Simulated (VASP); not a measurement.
## C: single point with PBE+D3(BJ)

C, a slab with vacuum:

```xyz
8
Lattice="2.4650 0.0000 0.0000 -1.2325 2.1347 0.0000 0.0000 0.0000 27.1076" Properties=species:S:1:pos:R:3 pbc="T T T"
C     0.0000    0.0000    8.5000
C     1.2325    0.7116    8.5000
C     0.0000    0.0000   11.8692
C     0.0000    1.4232   11.8692
C     0.0000    0.0000   15.2384
C     1.2325    0.7116   15.2384
C     0.0000    0.0000   18.6076
C     0.0000    1.4232   18.6076
```

* Program: VASP 6.6.1
* Task: single point
* Functional: PBE
* Dispersion: D3(BJ)
* Potentials or basis: VASP PAW PBE potentials, release 64 (C)
* Cutoff: 520 eV
* k mesh: 12 × 12 × 1
* Occupations: gaussian, width 0.1 eV
* Spin: no spin polarisation
* Dipole correction: yes
* Further INCAR settings: ALGO = Normal; EDIFF = 1e-07; NBANDS = 26

```json
{
  "Largest force": "0.012 eV/Å",
  "Band gap on the k mesh": "0.02 eV, direct",
  "Dispersion energy per atom": "-0.137 eV"
}
```

Forces on the atoms (eV/Å):
```
C    0.000  0.000  0.011
C    0.000  0.000 -0.012
C    0.000  0.000 -0.006
C    0.000  0.000  0.004
C    0.000  0.000  0.006
C    0.000  0.000 -0.004
C    0.000  0.000 -0.011
C    0.000  0.000  0.012
```

Levels at points of the mesh, in eV from the valence-band top:
```tsv
k point	band 12	band 13	band 14	band 15	band 16	band 17	band 18	band 19	band 20	band 21
(0.00, 0.00, 0.00)	-3.02	-3.00	-3.00	-2.99	-2.99	3.54	3.65	4.54	5.18	5.45
(0.50, 0.00, 0.00)	-6.36	-2.66	-2.46	-2.24	-2.11	1.52	1.59	1.80	2.06	7.26
```

Wall time 51 s on 1 thread of Intel(R) Xeon(R) 6975P-C (Granite Rapids), on a shared host, peak memory 0.26 GiB.
